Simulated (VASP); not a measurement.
A run of VASP 6.6.1 is set up as follows.

The input INCAR:

```
SYSTEM = C
ALGO     = Normal         ! electronic algorithm
EDIFF    = 1E-6           ! SCF threshold, eV
EDIFFG   = -0.01          ! ionic threshold
ENCUT    = 600            ! plane-wave cutoff, eV
GGA      = PE             ! functional
IBRION   = 2              ! ionic algorithm
ISIF     = 3              ! what is computed and relaxed
ISMEAR   = 0              ! smearing method
LASPH    = .True.         ! aspherical terms in the spheres
LCHARG   = .False.        ! write CHGCAR
LREAL    = .False.        ! projectors in reciprocal space
LWAVE    = .False.        ! write WAVECAR
NELM     = 80             ! most SCF steps
NSW      = 100            ! ionic steps
PREC     = Accurate       ! precision mode
SIGMA    = 0.1            ! smearing width, eV
```

Contents of KPOINTS:

```
k-points
0
Gamma
  24 24 14
  0 0 0
```

The input POSCAR:

```
C
1.0
    2.4666199211      0.0000000000      0.0000000000
   -1.2333099605      2.1361555131      0.0000000000
    0.0000000000      0.0000000000      4.0721135630
C
2
Direct
    0.6666666667      0.3333333333      0.5000000000
    0.3333333333      0.6666666667      0.5000000000
```

Potentials or basis: VASP PAW PBE potentials, release 64 (C).

Run with:

```console
$ cat potpaw_PBE.64/C/POTCAR > POTCAR
$ mpirun -np 1 vasp_std > vasp.out
```

What does it give for the band gap on the k mesh?

Zero (bands 4 and 5 overlap by 0.37 eV).

Predict the relaxed cell.

a = 2.467 Å, b = 2.467 Å, c = 4.075 Å, α = 90.00°, β = 90.00°, γ = 120.00°.

What does it give for the space group after relaxing (to 0.1 Å)?

P6/mmm (No. 191).

Final structure:
```xyz
2
Lattice="2.4669 0.0000 0.0000 -1.2334 2.1364 0.0000 0.0000 0.0000 4.0745" Properties=species:S:1:pos:R:3 pbc="T T T"
C     1.2334    0.7121    2.0373
C     0.0000    1.4243    2.0373
```
